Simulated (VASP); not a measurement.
The system is AlN.

```xyz
4
Lattice="3.0360 0.0000 0.0000 -1.5180 2.6293 0.0000 0.0000 0.0000 5.0170" Properties=species:S:1:pos:R:3 pbc="T T T"
Al    0.0000    1.7528    0.0087
Al    1.5180    0.8764    2.5172
N     0.0000    1.7528    1.9229
N     1.5180    0.8764    4.4313
```

- Program: VASP 6.6.1
- Task: relaxation of the atoms
- Functional: PBE
- Potentials or basis: VASP PAW PBE potentials, release 64 (Al, N)
- Cutoff: 520 eV
- k mesh: 9 × 9 × 6
- Occupations: gaussian, width 0.05 eV
- Spin: no spin polarisation

At the start: pressure 13.7 GPa; volume 10.01 Å³/atom.

Q: Where does the relaxation end?

A: Over 3 steps the energy falls by 2.7 meV/atom; space group P6_3mc (No. 186, to 0.05 Å).

The path:
```
step  energy change (eV)  largest force (eV/Å)  pressure (GPa)
   1              0.0000                0.3777           13.72
   2             -0.0099                0.1219           13.44
   3             -0.0109                0.0004           13.47
```

Final structure:
```
Al N
1.0
     3.03600    0.00000    0.00000
    -1.51800    2.62925    0.00000
     0.00000    0.00000    5.01696
Al N
2 2
Direct
  0.33333 0.66667 0.00454
  0.66667 0.33333 0.50454
  0.33333 0.66667 0.38046
  0.66667 0.33333 0.88046
```
